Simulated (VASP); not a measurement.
Write the native input for VASP 6.6.1 that does the following.

```
Task                   : single point
Functional             : PBE
Dispersion             : D3(BJ)
Potentials or basis    : VASP PAW PBE potentials, release 64 (Se)
Cutoff                 : 520 eV
k mesh                 : 7 × 7 × 6
Occupations            : fermi-dirac, width 0.05 eV
Spin                   : no spin polarisation
Dipole correction      : no
Further INCAR settings : ALGO = Normal; EDIFF = 1e-06; NBANDS = 16
```

The structure of Se lies in POSCAR:

```
Se
1.0
    4.0629261770      0.0000000000      0.0000000000
   -2.0314630885      3.5185972830      0.0000000000
    0.0000000000      0.0000000000      5.1320304149
Se
3
Direct
    0.7523534093      0.7523534093      0.0000000000
    0.0000000000      0.2476465907      0.6666666667
    0.2476465907      0.0000000000      0.3333333333
```

The input as run:

INCAR

```
SYSTEM = Se
ALGO = Normal
EDIFF = 1E-6
ENCUT = 520
GGA = PE
ISIF = 2
ISMEAR = -1
IVDW = 12
LASPH = .True.
LCHARG = .False.
LREAL = .False.
LWAVE = .False.
NBANDS = 16
NELM = 60
PREC = Accurate
SIGMA = 0.05
```

KPOINTS

```
k-points
0
Gamma
  7 7 6
  0 0 0
```

Potentials or basis: VASP PAW PBE potentials, release 64 (Se).

Command:

```bash
$ cat potpaw_PBE.64/Se/POTCAR > POTCAR
$ mpirun -np 1 vasp_std > vasp.out
```

Results of the run:

The pressure is 0.1 GPa. The largest force is 0.015 eV/Å, the band gap on the k mesh is 0.92 eV, indirect (least direct gap 1.17 eV) and the dispersion energy per atom is -0.357 eV.

It took 21 s on 1 thread of Intel(R) Xeon(R) 6975P-C (Granite Rapids) (shared host), peak memory 0.2 GiB.
